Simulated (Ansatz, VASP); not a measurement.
# Two plane-wave programs on Cd3HgSe4

INCAR

```
PREC = Accurate
ENCUT = 600
EDIFF = 1E-7
ISMEAR = 0
SIGMA = 0.01
LREAL = False
LASPH = True
NELM = 100
ALGO = Normal
ISIF = 3
LWAVE = False
LCHARG = False
GGA = PE
IBRION = 2
NSW = 80
EDIFFG = -0.001
```

File KPOINTS:

```
Automatic mesh
0
Gamma
  6 6 6
```

Contents of POSCAR:

```
Cd3HgSe4
1.0
    6.2119693897      0.0000000000      0.0000000000
    0.0000000000      6.2119693897      0.0000000000
    0.0000000000      0.0000000000      6.2119693897
Cd Hg Se
3 1 4
Direct
    0.5000000000      0.0000000000      0.0000000000
    0.0000000000      0.0000000000      0.5000000000
    0.0000000000      0.5000000000      0.0000000000
    0.5000000000      0.5000000000      0.5000000000
    0.7518097135      0.2481902865      0.7518097135
    0.7518097135      0.7518097135      0.2481902865
    0.2481902865      0.2481902865      0.2481902865
    0.2481902865      0.7518097135      0.7518097135
```

Input for Ansatz:

```yaml
crystal:
  lattice:
    - [6.2119693897, 0.0, 0.0]
    - [0.0, 6.2119693897, 0.0]
    - [0.0, 0.0, 6.2119693897]
  atoms:
    - { symbol: Cd, position: [0.5, 0.0, 0.0] }
    - { symbol: Cd, position: [0.0, 0.0, 0.5] }
    - { symbol: Cd, position: [0.0, 0.5, 0.0] }
    - { symbol: Hg, position: [0.5, 0.5, 0.5] }
    - { symbol: Se, position: [0.7518097135, 0.2481902865, 0.7518097135] }
    - { symbol: Se, position: [0.7518097135, 0.7518097135, 0.2481902865] }
    - { symbol: Se, position: [0.2481902865, 0.2481902865, 0.2481902865] }
    - { symbol: Se, position: [0.2481902865, 0.7518097135, 0.7518097135] }
basis:
  ecutwfc: 420
kpoints:
  mp_grid: { grid: [6, 6, 6] }
hamiltonian:
  xc: pbe
scf:
  occupations: { method: gaussian, width: 0.01 }
output:
  forces: true
  stress: true
  eigenvalues: true
relax:
  adjacent_minimum: "off"
  f_tol: 0.001
  max_steps: 60
  cell: { stress_tol: 0.01 }
```

Alike in both runs: task relaxation of cell and atoms; functional PBE; k mesh 6 × 6 × 6; occupations gaussian, width 0.01 eV; no spin polarisation.

```csv
,VASP,Ansatz
version,VASP 6.6.1,Ansatz 0.2.0
potentials or method,"VASP PAW PBE potentials, release 64 (Cd, Hg, Se), cutoff 600 eV","scalar-relativistic, plane waves, PAW"
valence electrons in the cell,72,144
```

Ansatz gave:

- gap on the k mesh at the Fermi level, each at its own relaxed structure (eV): 0.10
- relaxed volume (Å³/atom): 29.96
- relaxed length of the cell vector where the two differ most in proportion (Å): 6.212

**Question.** Which values does VASP return?

**Answer.** gap on the k mesh at the Fermi level, each at its own relaxed structure (eV): 0.09; relaxed volume (Å³/atom): 30.10; relaxed length of the cell vector where the two differ most in proportion (Å): 6.222.

VASP's potentials hold 72 valence electrons a cell and Ansatz's 144, so a difference there can come from the potentials and not from the codes.

Neither program's run includes spin-orbit coupling.
